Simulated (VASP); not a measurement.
Set up this calculation in VASP 6.6.1, as the native input.

```
Task                   : single point
Functional             : PBE
Potentials or basis    : VASP PAW PBE potentials, release 64 (Ta_pv, H)
Cutoff                 : 520 eV
k mesh                 : 6 × 6 × 6
Occupations            : gaussian, width 0.1 eV
Spin                   : no spin polarisation
Dipole correction      : no
Further INCAR settings : ALGO = Normal; EDIFF = 1e-07; NBANDS = 17
```

The structure of TaH5 lies in POSCAR:

```
TaH5
1.0
    0.0000000000      2.4858384538      2.4858384538
    2.4858384538      0.0000000000      2.4858384538
    2.4858384538      2.4858384538      0.0000000000
Ta H
1 5
Direct
    0.0000000000      0.0000000000      0.0000000000
    0.7500000000      0.7500000000      0.7500000000
    0.3748396263      0.3748396263      0.8754811212
    0.3748396263      0.8754811212      0.3748396263
    0.8754811212      0.3748396263      0.3748396263
    0.3748396263      0.3748396263      0.3748396263
```

The cell was built from a structure type or drawn by symmetry, and may not be a known phase.

The input as run:

INCAR

```
  ALGO = Normal
  EDIFF = 1E-7
  ENCUT = 520
  GGA = PE
  ISIF = 2
  ISMEAR = 0
  LASPH = True
  LCHARG = False
  LREAL = False
  LWAVE = False
  NBANDS = 17
  NELM = 60
  PREC = Accurate
  SIGMA = 0.1
```

KPOINTS

```
k-points
0
Gamma
  6 6 6
```

Potentials or basis: VASP PAW PBE potentials, release 64 (Ta_pv, H).

The run is started by

```bash
$ cat potpaw_PBE.64/Ta_pv/POTCAR potpaw_PBE.64/H/POTCAR > POTCAR
$ mpirun -np 1 vasp_std > vasp.out
```

Results of the run:

* Pressure: -0.1 GPa
* Largest force: 0.004 eV/Å
* Band gap on the k mesh: zero (bands 8 and 9 overlap by 0.59 eV)

Caveat: the k points lie up to 0.36 Å⁻¹ apart, too coarse for converged energies and pressures of a metal; spin-orbit coupling is left out, which moves the levels of the heavy elements.

Run time: 20 s on 1 thread of Intel Xeon 8259CL, with other jobs on the host, peak memory 0.16 GiB.
